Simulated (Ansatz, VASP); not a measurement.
**Ru: VASP beside Ansatz**

File INCAR:

```
  PREC = Accurate
  ENCUT = 520
  EDIFF = 1E-6
  ISMEAR = -1
  SIGMA = 0.1
  LREAL = False
  LASPH = True
  NELM = 60
  ALGO = Normal
  ISIF = 2
  LWAVE = False
  LCHARG = False
  GGA = PS
  NBANDS = 13
```

KPOINTS

```
Automatic mesh
0
Gamma
  16 16 16
```

The input POSCAR:

```
Ru
1.0
   -1.5489857421      1.5489857421      1.5489857421
    1.5489857421     -1.5489857421      1.5489857421
    1.5489857421      1.5489857421     -1.5489857421
Ru
1
Direct
    0.0000000000      0.0000000000      0.0000000000
```

Input for Ansatz:

```yaml
crystal:
  lattice:
    - [-1.5489857421, 1.5489857421, 1.5489857421]
    - [1.5489857421, -1.5489857421, 1.5489857421]
    - [1.5489857421, 1.5489857421, -1.5489857421]
  atoms:
    - { symbol: Ru, position: [0.0, 0.0, 0.0] }
hamiltonian:
  xc: pbesol
  pseudopotentials:
    kind: paw
    azcp:
      Ru: "pseudopotentials/Ru.paw.azcp"
basis:
  ecutwfc: 420
  fft_grid_basis: typed
kpoints:
  mp_grid: { grid: [16, 16, 16], shift: [0, 0, 0] }
magnetization:
  spin_polarized: false
scf:
  occupations: { method: fermi_dirac, width: 0.1 }
  lower_state_search: "off"
output:
  stress: true
```

Alike in both runs: task single point; functional PBEsol; k mesh 16 × 16 × 16; occupations fermi-dirac, width 0.1 eV; no spin polarisation.

|  | VASP | Ansatz |
| --- | --- | --- |
| version | VASP 6.6.1 | Ansatz 0.2.0 |
| potentials or method | VASP PAW PBE potentials, release 64 (Ru_pv), cutoff 520 eV | plane waves (420 eV) with PAW, scalar-relativistic |
| valence electrons in the cell | 14 | 16 |

Ansatz gave:

| Item | Value |
| --- | --- |
| pressure (GPa) | -19.7 |

What did VASP give for the same quantities?

Pressure (GPa): -19.8.

VASP's potentials were made for PBE, not for PBEsol, and Ansatz warns of the same on its side. With one functional, cell and mesh, what is left measures potentials, basis and numerics. VASP's potentials hold 14 valence electrons a cell and Ansatz's 16, so a difference there can come from the potentials and not from the codes.
